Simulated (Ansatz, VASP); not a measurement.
# As: VASP beside Ansatz

```
As
1.0
     2.70368    0.00000    0.00000
     0.00000    2.70368    0.00000
     0.00000    0.00000    5.40736
As
2
Direct
  0.41749 0.48464 0.24297
  0.58251 0.51536 0.75703
```

Alike in both runs: task single point; functional PBE-based screened hybrid; k mesh 5 × 5 × 3; occupations fermi-dirac, width 0.05 eV; no spin polarisation.

|  | VASP | Ansatz |
| --- | --- | --- |
| version | VASP 6.6.1 | Ansatz 0.2.0 |
| potentials or method | VASP PAW PBE potentials, release 64 (As) | Ansatz PAW |
| plane-wave cutoff (eV) | 520 | 420 |
| valence electrons in the cell | 10 | 30 |

Ansatz gave:

* gap on the k mesh at the Fermi level (eV): none
* pressure (GPa): -0.9
* traceless stress, the component that is largest in VASP (GPa): -6.93
* rms of the force components (eV/Å): 0.175

Problem. Which values does VASP return?

Solution. gap on the k mesh at the Fermi level (eV): none; pressure (GPa): -1.2; traceless stress, the component that is largest in VASP (GPa): -6.87; rms of the force components (eV/Å): 0.180.

VASP's potentials were made for PBE, not for PBE-based screened hybrid. Atom by atom the forces differ by 0.005 eV/Å (rms over components). A gap of «none» marks a metal or a gap that the smearing closes. VASP's potentials hold 10 valence electrons a cell and Ansatz's 30, so a difference there can come from the potentials and not from the codes.

The k mesh is coarse, so the values compare programs but aren't converged.
